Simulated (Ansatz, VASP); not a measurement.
## KI in VASP and in Ansatz

File POSCAR:

```
KI
1.0
    0.0000000000      3.5442852436      3.4733995387
    3.5442852436      0.0000000000      3.4733995387
    3.5442852436      3.5442852436      0.0000000000
K I
1 1
Direct
    0.0000000000      0.0000000000      0.0000000000
    0.5000000000      0.5000000000      0.5000000000
```

File INCAR.step1:

```
ALGO = Normal
EDIFF = 1E-4
ENCUT = 520
GGA = PE
ISMEAR = 0
LASPH = True
LCHARG = False
LREAL = False
LWAVE = True
NBANDS = 15
NELM = 60
PREC = Accurate
SIGMA = 0.01
```

Contents of INCAR.step2:

```
ALGO = Normal
EDIFF = 1E-7
ENCUT = 520
ISIF = 2
ISMEAR = 0
ISTART = 1
LASPH = True
LCHARG = False
LMIXTAU = True
LREAL = False
LWAVE = False
METAGGA = R2SCAN
NBANDS = 15
NELM = 60
PREC = Accurate
SIGMA = 0.01
```

Contents of KPOINTS:

```
k-points
0
Gamma
  6 6 6
```

Input for Ansatz:

```yaml
crystal:
  lattice:
    - [0.0, 3.5442852436, 3.4733995387]
    - [3.5442852436, 0.0, 3.4733995387]
    - [3.5442852436, 3.5442852436, 0.0]
  atoms:
    - { symbol: K, position: [0.0, 0.0, 0.0] }
    - { symbol: I, position: [0.5, 0.5, 0.5] }
kpoints:
  mp_grid: { grid: [6, 6, 6] }
  band_path:
    path:
      - [0.0, 0.0, 0.0]
      - [0.5, 0.0, 0.5]
      - [0.625, 0.25, 0.625]
      - [0.375, 0.375, 0.75]
      - [0.5, 0.5, 0.5]
      - [0.5, 0.25, 0.75]
    npoints: 1
hamiltonian:
  xc: r2scan
scf:
  occupations: { method: fixed }
  n_extra_bands: 4
output:
  forces: true
  stress: true
  eigenvalues: true
```

Change from the starting cell: uniaxial_z strain -2.0%.

Alike in both runs: task single point; functional r2SCAN; k mesh 6 × 6 × 6; no spin polarisation.

|  | VASP | Ansatz |
| --- | --- | --- |
| version | VASP 6.6.1 | Ansatz 0.2.0 |
| potentials or method | VASP PAW PBE potentials, release 64 (K_sv, I) | plane waves, PAW |
| plane-wave cutoff (eV) | 520 | 500 |
| occupations | gaussian, width 0.01 eV | fixed |
| valence electrons in the cell | 16 | 26 |

|  | VASP | Ansatz | Ansatz less VASP |
| --- | --- | --- | --- |
| gap on the k mesh at the Fermi level (eV) | 4.63 | 4.63 | +0.003 |
| pressure (GPa) | 0.3 | 0.3 | 0.00 |
| traceless stress, the component that is largest in VASP (GPa) | 0.43 | 0.42 | -0.004 |

VASP's potentials were made for PBE, not for r2SCAN. VASP's potentials hold 16 valence electrons a cell and Ansatz's 26, so a difference there can come from the potentials and not from the codes.

Neither program's run includes spin-orbit coupling.
